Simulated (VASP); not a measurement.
# SrO (Fm-3m) in VASP: a series of runs

Runs on SrO. Level: PBEsol. Tasks: single point.

Everything below comes from runs of VASP 6.6.1. Logs are shortened: lines on timing, memory, paths and dates and some standing lists are left out, and cuts for length are marked.

## (1) The cell of the first run

The structure is cubic, space group Fm-3m (No. 225). Conventional cell: a = 5.041 Å, b = 5.041 Å, c = 5.041 Å, α = 90.00°, β = 90.00°, γ = 90.00°. Sr (site symmetry m-3m) has 6 O at 2.52 Å within 3.3 Å. Within 3.3 Å of O (site symmetry m-3m) lie 6 Sr at 2.52 Å.

## (2) Single point, PBEsol

INCAR reads:

```
PREC = Accurate ; ENCUT = 520
EDIFF = 1E-7 ; ISMEAR = -1
SIGMA = 0.05 ; LREAL = False
LASPH = True ; NELM = 100
ALGO = Normal ; ISIF = 2
LWAVE = False ; LCHARG = False
GGA = PS ; NBANDS = 15
```

KPOINTS reads:

```
regular mesh
0
Gamma
  9 9 9
```

POSCAR reads:

```
SrO
1.0
    0.0000000000      2.5207226885      2.5207226885
    2.5207226885      0.0000000000      2.5207226885
    2.5207226885      2.5207226885      0.0000000000
Sr O
1 1
Direct
    0.5000000000      0.5000000000      0.5000000000
    0.0000000000      0.0000000000      0.0000000000
```

Potentials or basis: VASP PAW PBE potentials, release 64 (Sr_sv, O).

Started as:

```bash
> cat potpaw_PBE.64/Sr_sv/POTCAR potpaw_PBE.64/O/POTCAR > POTCAR
> mpirun -np 1 vasp_std > vasp.out
```

OUTCAR:

```text
PREC = Accurate
   ENCUT = 520
   EDIFF = 1E-7
   ISMEAR = -1
   LREAL = False
   LASPH = True
   NELM = 100
   ISIF = 2
   GGA = PS

 ion  position               nearest neighbor table
   1  0.500  0.500  0.500-   2 2.52   2 2.52   2 2.52   2 2.52   2 2.52   2 2.52
   2  0.000  0.000  0.000-   1 2.52   1 2.52   1 2.52   1 2.52   1 2.52   1 2.52

  LATTYP: Found a face centered cubic cell.
 ALAT       =     5.0414453770

  Lattice vectors:

 A1 = (   0.0000000000,   2.5207226885,   2.5207226885)
 A2 = (   2.5207226885,   0.0000000000,   2.5207226885)
 A3 = (   2.5207226885,   2.5207226885,   0.0000000000)

Analysis of symmetry for initial positions (statically):
=====================================================================
 Subroutine PRICEL returns:
 Original cell was already a primitive cell.

 Routine SETGRP: Setting up the symmetry group for a
 face centered cubic supercell.

 Subroutine GETGRP returns: Found 48 space group operations
[... 9 lines left out ...]

 Routine SETGRP: Setting up the symmetry group for a
 face centered cubic supercell.

 Subroutine GETGRP returns: Found 48 space group operations
[... 11 lines left out ...]
                                     Primitive cell

  volume of cell :      32.0336

  direct lattice vectors                    reciprocal lattice vectors
     0.000000000  2.520722688  2.520722688    -0.198355814  0.198355814  0.198355814
     2.520722688  0.000000000  2.520722688     0.198355814 -0.198355814  0.198355814
     2.520722688  2.520722688  0.000000000     0.198355814  0.198355814 -0.198355814

  length of vectors
     3.564840213  3.564840213  3.564840213     0.343562347  0.343562347  0.343562347

  position of ions in fractional coordinates (direct lattice)
     0.500000000  0.500000000  0.500000000
     0.000000000  0.000000000  0.000000000

  ion indices of the primitive-cell ions
   primitive index   ion index
                 1           1
                 2           2

----------------------------------------------------------------------------------------

 KPOINTS: regular mesh

Automatic generation of k-mesh.
 Grid dimensions read from file:
 generate k-points for:    9    9    9

 Generating k-lattice:

  Cartesian coordinates                     Fractional coordinates (reciprocal lattice)
    -0.022039535  0.022039535  0.022039535     0.111111111  0.000000000  0.000000000
     0.022039535 -0.022039535  0.022039535     0.000000000  0.111111111  0.000000000
     0.022039535  0.022039535 -0.022039535     0.000000000  0.000000000  0.111111111

  Length of vectors
     0.038173594  0.038173594  0.038173594

  Shift w.r.t. Gamma in fractional coordinates (k-lattice)
[... 56 lines left out ...]
   IBRION =     -1    ionic relax: 0-MD 1-quasi-New 2-CG
   NFREE  =      0    steps in history (QN), initial steepest desc. (CG)
   ISIF   =      2    stress and relaxation
   ISYM   =      2    0-nonsym 1-usesym 2-fastsym
   POTIM  = 0.5000    time-step for ionic-motion
   TEBEG  =    0.0;   TEEND  =   0.0 temperature during run
   PSTRESS=    0.0 pullay stress
   NELECT =      16.0000    total number of electrons
   NUPDOWN=      -1.0000    fix difference up-down
   EMIN   =  10.00;   EMAX   =-10.00  energy-range for DOS
   EFERMI =   0.00;   METHOD = LEGACY
   ISMEAR =    -1;   SIGMA  =   0.05  broadening in eV -4-tet -1-fermi 0-gaus
   EFERMI_NEDOS =   21; number of points for ismear=-14 and -15
   IALGO  =     38    algorithm
   IMIX   =      4    mixing-type and parameters
     AMIX     =   0.40;   BMIX     =  1.00
     AMIX_MAG =   1.60;   BMIX_MAG =  1.00
  volume/ion in A,a.u.               =      16.02       108.09
  Fermi-wavevector in a.u.,A,eV,Ry     =   1.298912  2.454588 22.955377  1.687173
  Thomas-Fermi vector in A             =   2.430210
   LORBIT       =      0    0 simple, 1 ext, 2 COOP (PROOUT), +10 PAW based schemes
   GGA     = PS    functional components
   LHFCALC =     F    Hartree Fock is set to
   AEXX    =    0.0000 exact exchange contribution
   IVDW    =     0    specifies the selected vdW correction
   LEPSILON=     F    determine dielectric tensor
   LRPA    =     F    only Hartree local field effects (RPA)
 non-spin polarized calculation
  energy-cutoff  :      520.00
  volume of cell :       32.03
 maximum number of plane-waves:       889
   NGX = 13   NGY = 13   NGZ = 13

 number of electron      15.9999997 magnetization

 Free energy of the ion-electron system (eV)
  ---------------------------------------------------
  ext. energy  EPLUGINS =         0.00000000
  ---------------------------------------------------
  free energy    TOTEN  =       -12.60759458 eV

  energy without entropy =      -12.60759458  energy(sigma->0) =      -12.60759458

 E-fermi :   2.8616     XC(G=0): -10.5647

 val. band max:        1.7787533773   @ k =   0.0000   0.0000   0.0000
 cond. band min:       4.9434726649   @ k =   0.4444   0.4444   0.0000
 fundamental gap:      3.1647192877
 Fermi energy:         2.8615687580

 k-point     1 :       0.0000    0.0000    0.0000
  band No.  band energies     occupation
      1     -30.2646      2.00000
      2     -13.2941      2.00000
      3     -11.8468      2.00000
      4     -11.8468      2.00000
      5     -11.8468      2.00000
      6       1.7788      2.00000
      7       1.7788      2.00000
      8       1.7788      2.00000
      9       6.0333      0.00000
     10       8.0594      0.00000
     11       8.0594      0.00000
     12       8.0594      0.00000
     13      10.3936      0.00000
     14      10.3936      0.00000
[... 401 lines left out ...]
      2     -13.5751      2.00000
      3     -12.6966      2.00000
      4     -12.2880      2.00000
      5     -12.2880      2.00000
      6       1.3308      2.00000
      7       1.7272      2.00000
      8       1.7272      2.00000
      9       4.9435      0.00000
     10       9.8758      0.00000
     11      12.2865      0.00000
     12      12.5450      0.00000
     13      13.2264      0.00000
     14      13.2264      0.00000
     15      16.6067      0.00000

 [... further k-points ...]
[... 5 lines left out ...]
  --------------------------------------------------------------------------------------
  -------------------------------------------------------------------------------------
  Total        1.1580495      1.1580495      1.1580495      0.0000000      0.0000000      0.0000000
  in kB       57.9205283     57.9205283     57.9205283      0.0000000      0.0000000      0.0000000
  external PRESSURE =      57.9205283 kB  Pullay stress =       0.0000000 kB

 VOLUME and BASIS-vectors are now :
 -----------------------------------------------------------------------------
  energy-cutoff  :      520.00
  volume of cell :       32.03
      direct lattice vectors                 reciprocal lattice vectors
     0.000000000  2.520722688  2.520722688    -0.198355814  0.198355814  0.198355814
     2.520722688  0.000000000  2.520722688     0.198355814 -0.198355814  0.198355814
     2.520722688  2.520722688  0.000000000     0.198355814  0.198355814 -0.198355814

 POSITION                                       TOTAL-FORCE (eV/Angst)
 -----------------------------------------------------------------------------------
      2.52072      2.52072      2.52072        -0.000000     -0.000000     -0.000000
      0.00000      0.00000      0.00000         0.000000      0.000000      0.000000
 -----------------------------------------------------------------------------------
    total drift:                                0.000000      0.000000      0.000000

  FREE ENERGIE OF THE ION-ELECTRON SYSTEM (eV)
  ---------------------------------------------------
  free  energy   TOTEN  =       -12.6075945765 eV

  energy  without entropy=      -12.6075945765  energy(sigma->0) =      -12.60759458
```

OSZICAR:

```text
N       E                     dE             d eps       ncg     rms          rms(c)
DAV:   1     0.584920497276E+02    0.58492E+02   -0.79673E+03  1050   0.102E+03
DAV:   2    -0.112678863561E+02   -0.69760E+02   -0.65063E+02  1443   0.216E+02
DAV:   3    -0.145352267117E+02   -0.32673E+01   -0.32553E+01  1494   0.399E+01
DAV:   4    -0.146050667837E+02   -0.69840E-01   -0.69816E-01  1269   0.438E+00
DAV:   5    -0.146055088348E+02   -0.44205E-03   -0.44205E-03  1343   0.311E-01    0.192E+01
DAV:   6    -0.127637602885E+02    0.18417E+01   -0.55564E+00  1085   0.188E+01    0.223E+01
DAV:   7    -0.126334684313E+02    0.13029E+00   -0.25506E-01  1302   0.456E+00    0.131E+01
DAV:   8    -0.126063623592E+02    0.27106E-01   -0.11469E-01  1421   0.326E+00    0.593E-01
DAV:   9    -0.126074075064E+02   -0.10451E-02   -0.53603E-03  1337   0.457E-01    0.228E-01
DAV:  10    -0.126075227237E+02   -0.11522E-03   -0.27121E-04  1176   0.162E-01    0.786E-02
DAV:  11    -0.126075865048E+02   -0.63781E-04   -0.74659E-05  1235   0.682E-02    0.241E-02
DAV:  12    -0.126075945110E+02   -0.80062E-05   -0.99490E-06  1156   0.268E-02    0.859E-03
DAV:  13    -0.126075945765E+02   -0.65492E-07   -0.76868E-07  1169   0.710E-03
   1 F= -.12607595E+02 E0= -.12607595E+02  d E =-.212983E-10
```

stdout:

```text
POSCAR found type information on POSCAR SrO
 POSCAR found :  2 types and       2 ions
 scaLAPACK will be used
 -----------------------------------------------------------------------------
|                                                                             |
|                                                                             |
|     You enforced a specific xc type in the INCAR file but a different       |
|     I HOPE YOU KNOW WHAT YOU ARE DOING!                                     |
|                                                                             |
 -----------------------------------------------------------------------------

 LDA part: xc-table for (Slater+PW92), standard interpolation
 POSCAR, INCAR and KPOINTS ok, starting setup
 FFT: planning ... GRIDC
 FFT: planning ... GRID_SOFT
 FFT: planning ... GRID
 WAVECAR not read
 entering main loop
```

It took 11 s on 1 thread of Intel Xeon Platinum 8559C (Emerald Rapids), shared host; peak memory 0.16 GiB.

What came out:

```
Free energy            : -12.6076 eV
Pressure               : 5.8 GPa
Band gap on the k mesh : 3.16 eV, indirect (least direct gap 3.22 eV)
```

Caveat: the PAW data sets were made with another functional, which shifts forces and pressure a little. A hybrid or GW would open this gap; PBEsol tends to underestimate it.

## (3) Single point, PBEsol

This run uses another cell than the first one, of 16.46 Å³/atom, 1.028 times its volume.

INCAR reads:

```
SYSTEM = SrO
PREC = Accurate ; ENCUT = 520
EDIFF = 1E-6 ; ISMEAR = -1
SIGMA = 0.05 ; LREAL = .FALSE.
LASPH = .TRUE. ; NELM = 100
ALGO = Normal ; ISIF = 2
LWAVE = .FALSE. ; LCHARG = .TRUE.
GGA = PS ; LELF = .TRUE.
LVHAR = .TRUE. ; NBANDS = 15
```

KPOINTS reads:

```
regular mesh
0
G
  9 9 9
  0 0 0
```

POSCAR reads:

```
SrO
1.0
    0.0000000000      2.5438758489      2.5438758489
    2.5438758489      0.0000000000      2.5438758489
    2.5438758489      2.5438758489      0.0000000000
Sr O
1 1
Direct
    0.5000000000      0.5000000000      0.5000000000
    0.0000000000      0.0000000000      0.0000000000
```

Potentials or basis: VASP PAW PBE potentials, release 64 (Sr_sv, O).

Started as:

```bash
> cat potpaw_PBE.64/Sr_sv/POTCAR potpaw_PBE.64/O/POTCAR > POTCAR
> mpirun -np 1 vasp_std > vasp.out
```

It took 12 s on 1 thread of Intel Xeon Platinum 8559C (Emerald Rapids), shared host; peak memory 0.16 GiB.

It converged, with:

| Property | Result |
| --- | --- |
| Free energy | -12.6317 eV |
| Pressure | 2.7 GPa |
| Band gap on the k mesh | 3.19 eV, indirect (least direct gap 3.26 eV) |

Levels at points of the mesh, in eV from the valence-band top:
```csv
k point,band 6,band 7,band 8,band 9,band 10,band 11
"(0.00, 0.00, 0.00)",0.00,0.00,0.00,4.05,6.23,6.23
```

Caveat: the PAW data sets were made with another functional, which shifts forces and pressure a little.

## (4) Single point, PBEsol

This run uses another cell than the first one, of 16.81 Å³/atom, 1.049 times its volume.

INCAR reads:

```
ALGO = Normal
EDIFF = 1E-6
ENCUT = 520
GGA = PS
ISIF = 2
ISMEAR = -1
LASPH = True
LCHARG = False
LREAL = False
LWAVE = False
NBANDS = 15
NELM = 80
PREC = Accurate
SIGMA = 0.05
```

KPOINTS reads:

```
k-points
0
Gamma
  9 9 9
```

POSCAR reads:

```
SrO
1.0
    0.0000000000      2.5614438275      2.5614438275
    2.5614438275      0.0000000000      2.5614438275
    2.5614438275      2.5614438275      0.0000000000
Sr O
1 1
Direct
    0.5000000000      0.5000000000      0.5000000000
    0.0000000000      0.0000000000      0.0000000000
```

Started as:

```bash
> cat potpaw_PBE.64/Sr_sv/POTCAR potpaw_PBE.64/O/POTCAR > POTCAR
> mpirun -np 1 vasp_std > vasp.out
```

Wall time 11 s (1 thread of Intel Xeon Platinum 8559C (Emerald Rapids), shared host); peak memory 0.16 GiB.

The run converged. Its results:

```
Free energy            : -12.6392 eV
Pressure               : 0.6 GPa
Band gap on the k mesh : 3.21 eV, indirect (least direct gap 3.29 eV)
```

Levels at points of the mesh, in eV from the valence-band top:
```
           k point  band 5  band 6  band 7  band 8  band 9  band 10  band 11  band 12
(0.00, 0.00, 0.00)  -13.84    0.00    0.00    0.00    3.90     6.19     6.19     6.19
```

Caveat: the PAW data sets were made with another functional, which shifts forces and pressure a little. PBEsol gaps usually lie below the measured ones, often by a third to a half.

## (5) The runs side by side

| cell | gap on the mesh (eV) | pressure (GPa) |
| --- | --- | --- |
| a = 3.565 Å, angles 60.0°, 2 atoms | 3.16 | 5.8 |
| a = 3.598 Å, angles 60.0°, 2 atoms | 3.19 | 2.7 |
| a = 3.622 Å, angles 60.0°, 2 atoms | 3.21 | 0.6 |

Alike in all rows: task single point; level PBEsol; potentials or basis VASP PAW PBE potentials, release 64 (Sr_sv, O); no spin polarisation; k mesh 9 × 9 × 9; cutoff (eV) 520; smearing fermi-dirac 0.05 eV.

Caveats: the PAW data sets were made with another functional, which shifts forces and pressure a little.

Absolute energies hang on the potentials; compare differences alone.
